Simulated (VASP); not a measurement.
As, 4 atoms in the cell. It takes space group Fd-3m (No. 227, cubic). Conventional cell: a = 7.717 Å, b = 7.717 Å, c = 7.717 Å, α = 90.00°, β = 90.00°, γ = 90.00°. Within 3.6 Å of As (site symmetry -3m) lie 6 As at 2.73 Å. The cell was generated, and may not be a known phase.

- Program: VASP 6.6.1
- Task: single point
- Functional: PBE
- Potentials or basis: VASP PAW PBE potentials, release 64 (As)
- Cutoff: 520 eV
- k mesh: 10 × 10 × 10
- Occupations: gaussian, width 0.1 eV
- Spin: no spin polarisation
- Dipole correction: no
- Further INCAR settings: ALGO = Normal; EDIFF = 1e-06; NBANDS = 18

Potentials or basis: VASP PAW PBE potentials, release 64 (As).

Command:

```console
$ cat potpaw_PBE.64/As/POTCAR > POTCAR
$ mpirun -np 1 vasp_std > vasp.out
```

Hardware: 1 thread of Intel Xeon 8259CL (shared host).

Q: Estimate the wall time of this run.

A: Run time: 89 s on 1 thread of Intel Xeon 8259CL, with other jobs on the host, peak memory 0.25 GiB. Counts: scf iterations 12, k points 47.
